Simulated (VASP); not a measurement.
# GaAs (F-43m) in VASP: notebook

GaAs is run at these levels: r2SCAN; tasks: relaxation of cell and atoms, single point.

All numbers are computed with VASP 6.6.1; they aren't measurements. Logs are shortened: lines on timing, memory, paths and dates and some standing lists are left out, and cuts for length are marked.

**The experiment to reproduce.**

From “Evidence of valence band perturbations in GaAsN/GaAs(001): A combined variable-angle spectroscopic ellipsometry and modulated photoreflectance investigation”, 2008, arxiv:0805.2212, for a bulk crystal of GaAs at 300 K: band gap 1.412 ± 0.01 eV (direct).

The results are compared with them further down.

### Step 1. The cell of the first run

The structure is cubic, space group F-43m (No. 216). Conventional cell: a = 5.654 Å, b = 5.654 Å, c = 5.654 Å, α = 90.00°, β = 90.00°, γ = 90.00°. Ga (site symmetry -43m) has 4 As at 2.45 Å within 3.2 Å. Within 3.2 Å of As (site symmetry -43m) lie 4 Ga at 2.45 Å.

### Step 2. Relaxation of cell and atoms, r2SCAN

The input, POSCAR:

```
GaAs
1.0
    0.0000000000      2.8268500000      2.8268500000
    2.8268500000      0.0000000000      2.8268500000
    2.8268500000      2.8268500000      0.0000000000
Ga As
1 1
Direct
    0.0000000000      0.0000000000      0.0000000000
    0.7500000000      0.7500000000      0.7500000000
```

The input, INCAR.step1:

```
  ALGO = Normal
  EDIFF = 1E-4
  ENCUT = 600
  GGA = PE
  ISMEAR = 0
  LASPH = True
  LCHARG = False
  LREAL = False
  LWAVE = True
  NELM = 60
  PREC = Accurate
  SIGMA = 0.01
```

The input, INCAR.step2:

```
  ALGO = Normal
  EDIFF = 1E-7
  EDIFFG = -0.002
  ENCUT = 600
  IBRION = 2
  ISIF = 3
  ISMEAR = 0
  ISTART = 1
  LASPH = True
  LCHARG = False
  LMIXTAU = True
  LREAL = False
  LWAVE = False
  METAGGA = R2SCAN
  NELM = 60
  NSW = 100
  PREC = Accurate
  SIGMA = 0.01
```

The input, KPOINTS:

```
k-points
0
Gamma
  12 12 12
```

Potentials or basis: VASP PAW PBE potentials, release 64 (Ga_d, As).

Run with:

```console
$ cat potpaw_PBE.64/Ga_d/POTCAR potpaw_PBE.64/As/POTCAR > POTCAR
$ cp INCAR.step1 INCAR
$ mpirun -np 1 vasp_std > vasp.out
$ cp INCAR.step2 INCAR
$ mpirun -np 1 vasp_std > vasp.out
```

OUTCAR:

```text
EDIFF = 1E-7
   EDIFFG = -0.002
   ENCUT = 600
   IBRION = 2
   ISIF = 3
   ISMEAR = 0
   ISTART = 1
   LASPH = True
   LREAL = False
   METAGGA = R2SCAN
   NELM = 60
   NSW = 100
   PREC = Accurate

 ion  position               nearest neighbor table
   1  0.000  0.000  0.000-   2 2.45   2 2.45   2 2.45   2 2.45
   2  0.750  0.750  0.750-   1 2.45   1 2.45   1 2.45   1 2.45

  LATTYP: Found a face centered cubic cell.
 ALAT       =     5.6537000000

  Lattice vectors:

 A1 = (   0.0000000000,   2.8268500000,   2.8268500000)
 A2 = (   2.8268500000,   0.0000000000,   2.8268500000)
 A3 = (   2.8268500000,   2.8268500000,   0.0000000000)

Analysis of symmetry for initial positions (statically):
=====================================================================
 Subroutine PRICEL returns:
 Original cell was already a primitive cell.

 Routine SETGRP: Setting up the symmetry group for a
 face centered cubic supercell.

 Subroutine GETGRP returns: Found 24 space group operations
 (whereof 24 operations were pure point group operations)
 out of a pool of 48 trial point group operations.

The static configuration has the point symmetry T_d .

Analysis of symmetry for dynamics (positions and initial velocities):
=====================================================================
 Subroutine PRICEL returns:
 Original cell was already a primitive cell.

 Routine SETGRP: Setting up the symmetry group for a
 face centered cubic supercell.

 Subroutine GETGRP returns: Found 24 space group operations
 (whereof 24 operations were pure point group operations)
 out of a pool of 48 trial point group operations.

The dynamic configuration has the point symmetry T_d .

 Subroutine INISYM returns: Found 24 space group operations
 (whereof 24 operations are pure point group operations),
 and found     1 'primitive' translations

----------------------------------------------------------------------------------------

                                     Primitive cell

  volume of cell :      45.1792

  direct lattice vectors                    reciprocal lattice vectors
     0.000000000  2.826850000  2.826850000    -0.176875321  0.176875321  0.176875321
     2.826850000  0.000000000  2.826850000     0.176875321 -0.176875321  0.176875321
     2.826850000  2.826850000  0.000000000     0.176875321  0.176875321 -0.176875321

  length of vectors
     3.997769609  3.997769609  3.997769609     0.306357042  0.306357042  0.306357042

  position of ions in fractional coordinates (direct lattice)
     0.000000000  0.000000000  0.000000000
     0.750000000  0.750000000  0.750000000

  ion indices of the primitive-cell ions
   primitive index   ion index
                 1           1
                 2           2

----------------------------------------------------------------------------------------

 KPOINTS: k-points

Automatic generation of k-mesh.
 Grid dimensions read from file:
 generate k-points for:   12   12   12

 Generating k-lattice:

  Cartesian coordinates                     Fractional coordinates (reciprocal lattice)
    -0.014739610  0.014739610  0.014739610     0.083333333  0.000000000  0.000000000
     0.014739610 -0.014739610  0.014739610     0.000000000  0.083333333  0.000000000
     0.014739610  0.014739610 -0.014739610     0.000000000  0.000000000  0.083333333

  Length of vectors
     0.025529753  0.025529753  0.025529753

  Shift w.r.t. Gamma in fractional coordinates (k-lattice)
     0.000000000  0.000000000  0.000000000

 Subroutine IBZKPT returns following result:
 ===========================================

 Found     72 irreducible k-points:

 Following reciprocal coordinates:
            Coordinates               Weight
  0.000000  0.000000  0.000000      1.000000
  0.083333  0.000000  0.000000      8.000000
  0.166667  0.000000  0.000000      8.000000
  0.250000  0.000000  0.000000      8.000000
  0.333333  0.000000  0.000000      8.000000
  0.416667  0.000000  0.000000      8.000000
[... 16 lines left out ...]
  0.500000  0.166667  0.000000     24.000000
 -0.416667  0.166667  0.000000     24.000000
 [... further k-points ...]
   k-points           NKPTS =     72   k-points in BZ     NKDIM =     72   number of bands    NBANDS=     13
   number of dos      NEDOS =    301   number of ions     NIONS =      2
   total plane-waves  NPLWV =  32768
   dimension x,y,z NGX =    32 NGY =   32 NGZ =   32
   dimension x,y,z NGXF=    64 NGYF=   64 NGZF=   64
   ions per type =               1   1
   NGX,Y,Z   is equivalent  to a cutoff of  13.31, 13.31, 13.31 a.u.
   NGXF,Y,Z  is equivalent  to a cutoff of  26.61, 26.61, 26.61 a.u.
 SYSTEM =  unknown system
   PREC   = accura    normal or accurate (medium, high low for compatibility)
   ISTART =      1    job   : 0-new  1-cont  2-samecut
   ICHARG =      0    charge: 1-file 2-atom 10-const
   ISPIN  =      1    spin polarized calculation?
   LNONCOLLINEAR =      F non collinear calculations
   LSORBIT =      F    spin-orbit coupling
   LASPH  =      T    aspherical Exc in radial PAW
   ENCUT  =  600.0 eV  44.10 Ry    6.64 a.u.   7.98  7.98  7.98*2*pi/ulx,y,z
   NELM   =     60;   NELMIN=  2; NELMDL=  0     # of ELM steps
   EDIFF  = 0.1E-06   stopping-criterion for ELM
   LREAL  =      F    real-space projection
   EDIFFG = -.2E-02   stopping-criterion for IOM
   NSW    =    100    number of steps for IOM
   IBRION =      2    ionic relax: 0-MD 1-quasi-New 2-CG
   NFREE  =      1    steps in history (QN), initial steepest desc. (CG)
   ISIF   =      3    stress and relaxation
   ISYM   =      2    0-nonsym 1-usesym 2-fastsym
   POTIM  = 0.5000    time-step for ionic-motion
   TEBEG  =    0.0;   TEEND  =   0.0 temperature during run
   PSTRESS=    0.0 pullay stress
   NELECT =      18.0000    total number of electrons
   NUPDOWN=      -1.0000    fix difference up-down
   EMIN   =  10.00;   EMAX   =-10.00  energy-range for DOS
   EFERMI =   0.00;   METHOD = LEGACY
   ISMEAR =     0;   SIGMA  =   0.01  broadening in eV -4-tet -1-fermi 0-gaus
   EFERMI_NEDOS =   21; number of points for ismear=-14 and -15
   IALGO  =     38    algorithm
   IMIX   =      4    mixing-type and parameters
     AMIX     =   0.40;   BMIX     =  1.00
     AMIX_MAG =   1.60;   BMIX_MAG =  1.00
  volume/ion in A,a.u.               =      22.59       152.44
  Fermi-wavevector in a.u.,A,eV,Ry     =   1.204628  2.276417 19.743799  1.451128
  Thomas-Fermi vector in A             =   2.340347
   LORBIT       =      0    0 simple, 1 ext, 2 COOP (PROOUT), +10 PAW based schemes
   METAGGA = R2SCAN    functional components
   LHFCALC =     F    Hartree Fock is set to
   AEXX    =    0.0000 exact exchange contribution
   IVDW    =     0    specifies the selected vdW correction
   LEPSILON=     F    determine dielectric tensor
   LRPA    =     F    only Hartree local field effects (RPA)
 conjugate gradient relaxation of ions
 non-spin polarized calculation
 Gauss-broadening in eV      SIGMA  =   0.01
  energy-cutoff  :      600.00
  volume of cell :       45.18
 maximum number of plane-waves:      1540
   NGX = 15   NGY = 15   NGZ = 15

--------------------------------------- Ionic step        1  -------------------------------------------

 number of electron      18.0000011 magnetization

 Free energy of the ion-electron system (eV)
  ---------------------------------------------------
  ext. energy  EPLUGINS =         0.00000000
  ---------------------------------------------------
  free energy    TOTEN  =       -27.05694108 eV

  energy without entropy =      -27.05694108  energy(sigma->0) =      -27.05694108

------------------------ aborting loop because EDIFF is reached ----------------------------------------

  FORCE on cell =-STRESS in cart. coord.  units (eV):
  Direction    XX          YY          ZZ          XY          YZ          ZX
  --------------------------------------------------------------------------------------
  -------------------------------------------------------------------------------------
  Total        0.1665021      0.1665021      0.1665021      0.0000000      0.0000000      0.0000000
  in kB        5.9046211      5.9046211      5.9046211      0.0000000      0.0000000      0.0000000
  external PRESSURE =       5.9046211 kB  Pullay stress =       0.0000000 kB

 VOLUME and BASIS-vectors are now :
 -----------------------------------------------------------------------------
  energy-cutoff  :      600.00
  volume of cell :       45.18
      direct lattice vectors                 reciprocal lattice vectors
     0.000000000  2.826850000  2.826850000    -0.176875321  0.176875321  0.176875321
     2.826850000  0.000000000  2.826850000     0.176875321 -0.176875321  0.176875321
     2.826850000  2.826850000  0.000000000     0.176875321  0.176875321 -0.176875321
[... 73 lines left out ...]
 POSITION                                       TOTAL-FORCE (eV/Angst)
 -----------------------------------------------------------------------------------
      0.00000      0.00000      0.00000        -0.000000     -0.000000     -0.000000
      4.25096      4.25096      4.25096         0.000000      0.000000      0.000000
 -----------------------------------------------------------------------------------
    total drift:                               -0.000008     -0.000008     -0.000008

  FREE ENERGIE OF THE ION-ELECTRON SYSTEM (eV)
  ---------------------------------------------------
  free  energy   TOTEN  =       -27.0575510915 eV

  energy  without entropy=      -27.0575510915  energy(sigma->0) =      -27.05755109

--------------------------------------- Ionic step        4  -------------------------------------------

 number of electron      18.0000010 magnetization

 Free energy of the ion-electron system (eV)
  ---------------------------------------------------
  ext. energy  EPLUGINS =         0.00000000
  ---------------------------------------------------
  free energy    TOTEN  =       -27.05754938 eV

  energy without entropy =      -27.05754938  energy(sigma->0) =      -27.05754938

 E-fermi :   3.6424     XC(G=0): -10.2175

 val. band max:        3.6023126877   @ k =   0.0000   0.0000   0.0000
 cond. band min:       4.5336654133   @ k =   0.0000   0.0000   0.0000
 fundamental gap:      0.9313527256
 Fermi energy:         3.6424427399

 k-point     1 :       0.0000    0.0000    0.0000
  band No.  band energies     occupation
      1     -11.6188      2.00000
      2     -11.6188      2.00000
      3     -11.6188      2.00000
      4     -11.5311      2.00000
      5     -11.5311      2.00000
      6      -9.5491      2.00000
      7       3.6023      2.00000
      8       3.6023      2.00000
      9       3.6023      2.00000
     10       4.5337      0.00000
     11       7.6414      0.00000
     12       7.6415      0.00000
     13       7.6415      0.00000

 k-point     2 :       0.0833    0.0000    0.0000
  band No.  band energies     occupation
      1     -11.6257      2.00000
      2     -11.6171      2.00000
      3     -11.6171      2.00000
      4     -11.5312      2.00000
      5     -11.5312      2.00000
      6      -9.4638      2.00000
      7       2.4620      2.00000
      8       3.4875      2.00000
      9       3.4875      2.00000
     10       5.2937      0.00000
     11       7.8144      0.00000
[... 339 lines left out ...]
 k-point    24 :      -0.4167    0.1667    0.0000
  band No.  band energies     occupation
      1     -11.7095      2.00000
      2     -11.5936      2.00000
      3     -11.5907      2.00000
      4     -11.5320      2.00000
      5     -11.5283      2.00000
      6      -7.5282      2.00000
      7      -3.0081      2.00000
      8       0.7495      2.00000
      9       2.0906      2.00000
     10       6.2834      0.00000
     11       8.5358      0.00000
     12       9.5280      0.00000
     13      12.0696      0.00000

 [... further k-points ...]

------------------------ aborting loop because EDIFF is reached ----------------------------------------

  FORCE on cell =-STRESS in cart. coord.  units (eV):
  Direction    XX          YY          ZZ          XY          YZ          ZX
  --------------------------------------------------------------------------------------
  -------------------------------------------------------------------------------------
  Total       -0.0029412     -0.0029412     -0.0029412     -0.0000000      0.0000000     -0.0000000
  in kB       -0.1034659     -0.1034659     -0.1034659     -0.0000000      0.0000000     -0.0000000
  external PRESSURE =      -0.1034659 kB  Pullay stress =       0.0000000 kB

 VOLUME and BASIS-vectors are now :
 -----------------------------------------------------------------------------
  energy-cutoff  :      600.00
  volume of cell :       45.54
      direct lattice vectors                 reciprocal lattice vectors
     0.000000000  2.834438856  2.834438856    -0.176401759  0.176401759  0.176401759
     2.834438856  0.000000000  2.834438856     0.176401759 -0.176401759  0.176401759
     2.834438856  2.834438856  0.000000000     0.176401759  0.176401759 -0.176401759

 POSITION                                       TOTAL-FORCE (eV/Angst)
 -----------------------------------------------------------------------------------
      0.00000      2.83444      2.83444        -0.000000     -0.000000     -0.000000
      4.25166      4.25166      4.25166         0.000000      0.000000      0.000000
 -----------------------------------------------------------------------------------
    total drift:                               -0.000008     -0.000008     -0.000008

  FREE ENERGIE OF THE ION-ELECTRON SYSTEM (eV)
  ---------------------------------------------------
  free  energy   TOTEN  =       -27.0575493803 eV

  energy  without entropy=      -27.0575493803  energy(sigma->0) =      -27.05754938

 reached required accuracy - stopping structural energy minimisation
```

It took 3.3 min on 1 thread of Intel Xeon 6975P-C (Granite Rapids), shared host; peak memory 0.24 GiB.

What came out:

| Property | Result |
| --- | --- |
| Free energy | -27.0575 eV |
| Relaxed volume | 22.77 Å³/atom |
| Relaxed cell | a = 4.009 Å, b = 4.009 Å, c = 4.009 Å, α = 60.00°, β = 60.00°, γ = 60.00° |
| Space group after relaxing (to 0.05 Å) | F-43m (No. 216) |
| Energy gained by relaxing | 0.3 meV/atom |
| Ionic steps | 4 |
| Pressure after relaxing | 0.0 GPa |
| Band gap on the k mesh | 0.93 eV, direct |

Step by step:
| step | energy change (eV) | largest force (eV/Å) | pressure (GPa) | volume (Å³) |
| --- | --- | --- | --- | --- |
| 1 | 0.0000 | 0.0000 | 0.59 | 45.18 |
| 2 | -0.0004 | 0.0000 | -0.29 | 45.73 |
| 3 | -0.0006 | 0.0000 | 0.04 | 45.52 |
| 4 | -0.0006 | 0.0000 | -0.01 | 45.54 |

Final structure:
```
Ga As
1.0
     0.00000    2.83444    2.83444
     2.83444    0.00000    2.83444
     2.83444    2.83444    0.00000
Ga As
1 1
Cartesian
  0.0000 2.8344 2.8344
  4.2517 4.2517 4.2517
```

Caveat: the PAW data sets were made with another functional, which shifts forces and pressure a little.

### Step 3. Single point, r2SCAN

This run uses another cell than the first one, of 22.75 Å³/atom, 1.007 times its volume.

The input, POSCAR:

```
GaAs
1.0
    0.0000000000      2.8334268284      2.8334268284
    2.8334268284      0.0000000000      2.8334268284
    2.8334268284      2.8334268284      0.0000000000
Ga As
1 1
Direct
    0.0000000000      0.0000000000      0.0000000000
    0.7500000000      0.7500000000      0.7500000000
```

The input, INCAR.step1:

```
SYSTEM = GaAs
ALGO = Normal ; EDIFF = 1E-4
ENCUT = 520 ; GGA = PE
ISMEAR = -1 ; LASPH = .True.
LCHARG = .False. ; LREAL = .False.
LWAVE = .True. ; NBANDS = 16
NELM = 60 ; PREC = Accurate
SIGMA = 0.05
```

The input, INCAR.step2:

```
SYSTEM = GaAs
ALGO = Normal ; EDIFF = 1E-7
ENCUT = 520 ; ISIF = 2
ISMEAR = -1 ; ISTART = 1
LASPH = .True. ; LCHARG = .True.
LELF = .True. ; LMIXTAU = .True.
LREAL = .False. ; LVHAR = .True.
LWAVE = .False. ; METAGGA = R2SCAN
NBANDS = 16 ; NELM = 60
PREC = Accurate ; SIGMA = 0.05
```

The input, KPOINTS:

```
k-points
0
Gamma
  12 12 12
  0 0 0
```

Potentials or basis: VASP PAW PBE potentials, release 64 (Ga_d, As).

Run with:

```console
$ cat potpaw_PBE.64/Ga_d/POTCAR potpaw_PBE.64/As/POTCAR > POTCAR
$ cp INCAR.step1 INCAR
$ mpirun -np 1 vasp_std > vasp.out
$ cp INCAR.step2 INCAR
$ mpirun -np 1 vasp_std > vasp.out
```

Wall time 3.4 min (1 thread of Intel Xeon Platinum 8259CL at 2.50GHz (Skylake/Cascade Lake), shared host); peak memory 0.2 GiB.

The run converged. Its results:

| Item | Value |
| --- | --- |
| Free energy | -27.0568 eV |
| Pressure | 0.1 GPa |
| Band gap on the k mesh | 0.94 eV, direct |

Levels at points of the mesh, in eV from the valence-band top:
```
           k point  band 5  band 6  band 7  band 8  band 9  band 10  band 11  band 12  band 13  band 14
(0.00, 0.00, 0.00)  -15.13  -13.16    0.00    0.00    0.00     0.94     4.04     4.04     4.04     8.23
(0.50, 0.00, 0.00)  -15.13  -11.33   -6.78   -1.17   -1.17     1.34     4.99     4.99     8.28    11.09
(0.50, 0.50, 0.00)  -15.12  -10.56   -6.96   -2.75   -2.75     1.77     1.95    10.81    10.81    11.69
```

Caveat: the PAW data sets were made with another functional, which shifts forces and pressure a little.

[end of part 1 of 2]
